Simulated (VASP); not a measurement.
# Bi (Fm-3m) in VASP: a series of runs, part 2 of 3

VASP 6.6.1.

### 3 Single point, PBE

INCAR reads:

```
SYSTEM = Bi
  PREC = Accurate
  ENCUT = 520
  EDIFF = 1E-7
  ISMEAR = -1
  SIGMA = 0.06122561905347299
  LREAL = .FALSE.
  LASPH = .TRUE.
  NELM = 60
  ALGO = Normal
  ISIF = 2
  LWAVE = .FALSE.
  LCHARG = .FALSE.
  GGA = PE
  NBANDS = 14
```

KPOINTS reads:

```
regular mesh
0
G
  19 19 19
  0 0 0
```

POSCAR reads:

```
Bi
1.0
    0.0000000000      2.4969408769      2.4969408769
    2.4969408769      0.0000000000      2.4969408769
    2.4969408769      2.4969408769      0.0000000000
Bi
1
Direct
    0.0000000000      0.0000000000      0.0000000000
```

Potentials or basis: VASP PAW PBE potentials, release 64 (Bi_d).

The run is started by

```console
$ cat potpaw_PBE.64/Bi_d/POTCAR > POTCAR
$ mpirun -np 1 vasp_std > vasp.out
```

OUTCAR:

```text
SYSTEM = Bi
   PREC = Accurate
   ENCUT = 520
   EDIFF = 1E-7
   ISMEAR = -1
   LREAL = .FALSE.
   LASPH = .TRUE.
   NELM = 60
   ISIF = 2
   GGA = PE

 ion  position               nearest neighbor table
   1  0.000  0.000  0.000-

  LATTYP: Found a face centered cubic cell.
 ALAT       =     4.9938817538

  Lattice vectors:

 A1 = (   0.0000000000,   2.4969408769,   2.4969408769)
 A2 = (   2.4969408769,   0.0000000000,   2.4969408769)
 A3 = (   2.4969408769,   2.4969408769,   0.0000000000)

Analysis of symmetry for initial positions (statically):
=====================================================================
 Subroutine PRICEL returns:
 Original cell was already a primitive cell.

 Routine SETGRP: Setting up the symmetry group for a
 face centered cubic supercell.

 Subroutine GETGRP returns: Found 48 space group operations
 (whereof 48 operations were pure point group operations)
 out of a pool of 48 trial point group operations.

The static configuration has the point symmetry O_h .

Analysis of symmetry for dynamics (positions and initial velocities):
=====================================================================
 Subroutine PRICEL returns:
 Original cell was already a primitive cell.

 Routine SETGRP: Setting up the symmetry group for a
 face centered cubic supercell.

 Subroutine GETGRP returns: Found 48 space group operations
 (whereof 48 operations were pure point group operations)
 out of a pool of 48 trial point group operations.

The dynamic configuration has the point symmetry O_h .

 Subroutine INISYM returns: Found 48 space group operations
 (whereof 48 operations are pure point group operations),
 and found     1 'primitive' translations

----------------------------------------------------------------------------------------

                                     Primitive cell

  volume of cell :      31.1354

  direct lattice vectors                    reciprocal lattice vectors
     0.000000000  2.496940877  2.496940877    -0.200245030  0.200245030  0.200245030
     2.496940877  0.000000000  2.496940877     0.200245030 -0.200245030  0.200245030
     2.496940877  2.496940877  0.000000000     0.200245030  0.200245030 -0.200245030

  length of vectors
     3.531207653  3.531207653  3.531207653     0.346834565  0.346834565  0.346834565

  position of ions in fractional coordinates (direct lattice)
     0.000000000  0.000000000  0.000000000

  ion indices of the primitive-cell ions
   primitive index   ion index
                 1           1

----------------------------------------------------------------------------------------

 KPOINTS: regular mesh

Automatic generation of k-mesh.
 Grid dimensions read from file:
 generate k-points for:   19   19   19

 Generating k-lattice:

  Cartesian coordinates                     Fractional coordinates (reciprocal lattice)
    -0.010539212  0.010539212  0.010539212     0.052631579  0.000000000  0.000000000
     0.010539212 -0.010539212  0.010539212     0.000000000  0.052631579  0.000000000
     0.010539212  0.010539212 -0.010539212     0.000000000  0.000000000  0.052631579

  Length of vectors
     0.018254451  0.018254451  0.018254451

  Shift w.r.t. Gamma in fractional coordinates (k-lattice)
     0.000000000  0.000000000  0.000000000

 Subroutine IBZKPT returns following result:
 ===========================================

 Found    220 irreducible k-points:

 Following reciprocal coordinates:
            Coordinates               Weight
  0.000000  0.000000  0.000000      1.000000
  0.052632  0.000000  0.000000      8.000000
  0.105263  0.000000  0.000000      8.000000
  0.157895  0.000000  0.000000      8.000000
  0.210526  0.000000  0.000000      8.000000
  0.263158  0.000000  0.000000      8.000000
[... 16 lines left out ...]
 -0.315789  0.052632  0.000000     24.000000
 -0.263158  0.052632  0.000000     24.000000
 [... further k-points ...]
   k-points           NKPTS =    220   k-points in BZ     NKDIM =    220   number of bands    NBANDS=     14
   number of dos      NEDOS =    301   number of ions     NIONS =      1
   total plane-waves  NPLWV =  21952
   dimension x,y,z NGX =    28 NGY =   28 NGZ =   28
   dimension x,y,z NGXF=    56 NGYF=   56 NGZF=   56
   ions per type =               1
   NGX,Y,Z   is equivalent  to a cutoff of  13.18, 13.18, 13.18 a.u.
   NGXF,Y,Z  is equivalent  to a cutoff of  26.36, 26.36, 26.36 a.u.
 SYSTEM =  Bi
   PREC   = accura    normal or accurate (medium, high low for compatibility)
   ISTART =      0    job   : 0-new  1-cont  2-samecut
   ICHARG =      2    charge: 1-file 2-atom 10-const
   ISPIN  =      1    spin polarized calculation?
   LNONCOLLINEAR =      F non collinear calculations
   LSORBIT =      F    spin-orbit coupling
   LASPH  =      T    aspherical Exc in radial PAW
   ENCUT  =  520.0 eV  38.22 Ry    6.18 a.u.   6.57  6.57  6.57*2*pi/ulx,y,z
   NELM   =     60;   NELMIN=  2; NELMDL= -5     # of ELM steps
   EDIFF  = 0.1E-06   stopping-criterion for ELM
   LREAL  =      F    real-space projection
   EDIFFG = 0.1E-05   stopping-criterion for IOM
   NSW    =      0    number of steps for IOM
   IBRION =     -1    ionic relax: 0-MD 1-quasi-New 2-CG
   NFREE  =      0    steps in history (QN), initial steepest desc. (CG)
   ISIF   =      2    stress and relaxation
   ISYM   =      2    0-nonsym 1-usesym 2-fastsym
   POTIM  = 0.5000    time-step for ionic-motion
   TEBEG  =    0.0;   TEEND  =   0.0 temperature during run
   PSTRESS=    0.0 pullay stress
   NELECT =      15.0000    total number of electrons
   NUPDOWN=      -1.0000    fix difference up-down
   EMIN   =  10.00;   EMAX   =-10.00  energy-range for DOS
   EFERMI =   0.00;   METHOD = LEGACY
   ISMEAR =    -1;   SIGMA  =   0.06  broadening in eV -4-tet -1-fermi 0-gaus
   EFERMI_NEDOS =   21; number of points for ismear=-14 and -15
   IALGO  =     38    algorithm
   IMIX   =      4    mixing-type and parameters
     AMIX     =   0.40;   BMIX     =  1.00
     AMIX_MAG =   1.60;   BMIX_MAG =  1.00
  volume/ion in A,a.u.               =      31.14       210.11
  Fermi-wavevector in a.u.,A,eV,Ry     =   1.283375  2.425228 22.409503  1.647052
  Thomas-Fermi vector in A             =   2.415632
   LORBIT       =      0    0 simple, 1 ext, 2 COOP (PROOUT), +10 PAW based schemes
   GGA     = PE    functional components
   LHFCALC =     F    Hartree Fock is set to
   AEXX    =    0.0000 exact exchange contribution
   IVDW    =     0    specifies the selected vdW correction
   LEPSILON=     F    determine dielectric tensor
   LRPA    =     F    only Hartree local field effects (RPA)
 non-spin polarized calculation
  energy-cutoff  :      520.00
  volume of cell :       31.14
 maximum number of plane-waves:       871
   NGX = 13   NGY = 13   NGZ = 13

 number of electron      15.0000005 magnetization

 Free energy of the ion-electron system (eV)
  ---------------------------------------------------
  ext. energy  EPLUGINS =         0.00000000
  ---------------------------------------------------
  free energy    TOTEN  =        -3.70590381 eV

  energy without entropy =       -3.69701875  energy(sigma->0) =       -3.70146128

 E-fermi :   8.0327     XC(G=0): -10.2940

 val. band max:        8.0320610203   @ k =  -0.1579   0.2632   0.1053
 cond. band min:       8.0328397392   @ k =   0.2632   0.2105   0.0000
 fundamental gap:      0.0007787189
 Fermi energy:         8.0326839397

 k-point     1 :       0.0000    0.0000    0.0000
  band No.  band energies     occupation
      1     -15.1061      2.00000
      2     -15.1061      2.00000
      3     -15.1061      2.00000
      4     -15.0362      2.00000
      5     -15.0362      2.00000
      6      -5.6076      2.00000
      7      12.9375      0.00000
      8      12.9375      0.00000
      9      12.9375      0.00000
     10      16.8353      0.00000
     11      17.0602      0.00000
     12      18.7968      0.00000
     13      18.7968      0.00000
     14      18.7968      0.00000
[... 375 lines left out ...]
 k-point    24 :      -0.2632    0.0526    0.0000
  band No.  band energies     occupation
      1     -15.1002      2.00000
      2     -15.0868      2.00000
      3     -15.0859      2.00000
      4     -15.0150      2.00000
      5     -14.9983      2.00000
      6      -4.2677      2.00000
      7       6.1306      2.00000
      8      11.1114      0.00000
      9      12.1936      0.00000
     10      15.7882      0.00000
     11      17.4716      0.00000
     12      18.3455      0.00000
     13      19.7355      0.00000
     14      20.8091      0.00000

 [... further k-points ...]

------------------------ aborting loop because EDIFF is reached ----------------------------------------

  FORCE on cell =-STRESS in cart. coord.  units (eV):
  Direction    XX          YY          ZZ          XY          YZ          ZX
  --------------------------------------------------------------------------------------
  -------------------------------------------------------------------------------------
  Total        0.1985534      0.1985534      0.1985534      0.0000000      0.0000000      0.0000000
  in kB       10.2172302     10.2172302     10.2172302      0.0000000      0.0000000      0.0000000
  external PRESSURE =      10.2172302 kB  Pullay stress =       0.0000000 kB

 VOLUME and BASIS-vectors are now :
 -----------------------------------------------------------------------------
  energy-cutoff  :      520.00
  volume of cell :       31.14
      direct lattice vectors                 reciprocal lattice vectors
     0.000000000  2.496940877  2.496940877    -0.200245030  0.200245030  0.200245030
     2.496940877  0.000000000  2.496940877     0.200245030 -0.200245030  0.200245030
     2.496940877  2.496940877  0.000000000     0.200245030  0.200245030 -0.200245030

 POSITION                                       TOTAL-FORCE (eV/Angst)
 -----------------------------------------------------------------------------------
      0.00000      0.00000      0.00000         0.000000      0.000000      0.000000
 -----------------------------------------------------------------------------------
    total drift:                               -0.000000     -0.000000      0.000000

  FREE ENERGIE OF THE ION-ELECTRON SYSTEM (eV)
  ---------------------------------------------------
  free  energy   TOTEN  =        -3.7059038102 eV

  energy  without entropy=       -3.6970187451  energy(sigma->0) =       -3.70146128
```

It took 2 min on 1 thread of AMD EPYC 7R43 (Zen 3), shared host; peak memory 0.17 GiB.

What came out:

| Quantity | Value |
| --- | --- |
| Free energy | -3.7059 eV |
| Pressure | 1.0 GPa |
| Band gap on the k mesh | zero (an odd number of electrons rules out a gap without spin polarisation) |

Caveat: spin-orbit coupling is left out, which moves the levels of the heavy elements.

(Continued in part 3 of 3.)

The gap in the log of VASP goes by the Fermi energy; the results here count the filled bands.